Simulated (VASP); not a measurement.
A run of VASP 6.6.1:

The input INCAR:

```
PREC = Accurate ; ENCUT = 820
EDIFF = 1E-6 ; ISMEAR = 0
SIGMA = 0.1 ; LREAL = F
LASPH = T ; NELM = 120
ALGO = Normal ; ISIF = 2
LWAVE = F ; LCHARG = T
GGA = PE ; LELF = T
LVHAR = T ; NBANDS = 16
GGA_COMPAT = F
```

KPOINTS

```
regular mesh
0
Gamma
  20 20 20
```

The input POSCAR:

```
Cu
1.0
   -1.4242640439      1.4242640439      1.3473987869
    1.4242640439     -1.4242640439      1.3473987869
    1.4242640439      1.4242640439     -1.3473987869
Cu
1
Direct
    0.0000000000      0.0000000000      0.0000000000
```

Potentials or basis: VASP PAW PBE potentials, release 64 (Cu_sv_GW).

Command:

```bash
$ cat potpaw_PBE.64/Cu_sv_GW/POTCAR > POTCAR
$ mpirun -np 1 vasp_std > vasp.out
```

Hardware: 1 thread of Intel(R) Xeon(R) 6975P-C (Granite Rapids) (shared host).

Task: Estimate the wall time of this run.

Result: Run time: 56 s on 1 thread of Intel(R) Xeon(R) 6975P-C (Granite Rapids), with other jobs on the host, peak memory 0.37 GiB. Counts: scf iterations 11, k points 641.
